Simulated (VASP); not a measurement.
Ge: single point with PBEsol

Ge:

```
Ge
1.0
     3.99697    0.00000    0.00000
    -1.99848    3.46148    0.00000
     0.00000    0.00000    6.59637
Ge
4
Direct
  0.66667 0.33333 0.13113
  0.33333 0.66667 0.56291
  0.66667 0.33333 0.43709
  0.33333 0.66667 0.93709
```

This cell differs from its parent crystal: atom 1 (Ge) moved +0.450 Å along Cartesian [0 0 1].

```
Program                : VASP 6.6.1
Task                   : single point
Functional             : PBEsol
Potentials or basis    : VASP PAW PBE potentials, release 64 (Ge_d)
Cutoff                 : 520 eV
k mesh                 : 12 × 12 × 8
Occupations            : gaussian, width 0.15 eV
Spin                   : no spin polarisation
Dipole correction      : no
Further INCAR settings : ALGO = Normal; EDIFF = 1e-07; NBANDS = 36
```

| Quantity | Value |
| --- | --- |
| Pressure | 5.7 GPa |
| Largest force | 9.617 eV/Å |
| Band gap on the k mesh | zero (bands 28 and 29 overlap by 1.05 eV) |

Forces on the atoms (eV/Å):
```
Ge   0.000  0.000 -9.617
Ge   0.000  0.000  0.546
Ge   0.000  0.000  7.099
Ge   0.000  0.000  1.971
```

Stress tensor (GPa, compression positive):
```
-2.76  0.00  0.00
 0.00 -2.76  0.00
 0.00  0.00 22.48
```

Levels at points of the mesh, in eV from the Fermi level:
| k point | band 26 | band 27 | band 28 | band 29 | band 30 | band 31 |
| --- | --- | --- | --- | --- | --- | --- |
| (0.00, 0.00, 0.00) | -1.34 | -0.26 | 0.34 | 0.89 | 0.89 | 1.70 |
| (0.50, 0.00, 0.00) | -3.46 | -3.34 | -0.64 | 0.44 | 1.76 | 2.52 |
| (0.00, 0.00, 0.50) | -1.58 | -0.05 | -0.05 | 0.30 | 1.95 | 2.90 |
| (0.50, 0.00, 0.50) | -3.06 | -2.48 | -1.47 | -0.33 | 0.43 | 1.73 |

It took 3 min on 1 thread of Intel(R) Xeon(R) 6975P-C (Granite Rapids) (shared host), peak memory 0.41 GiB.

Caveat: the cell differs from its parent crystal (atom 1 (Ge) moved +0.450 Å along Cartesian [0 0 1]); the cell stands under pressure; the PAW data sets were made with another functional, which shifts forces and pressure a little.
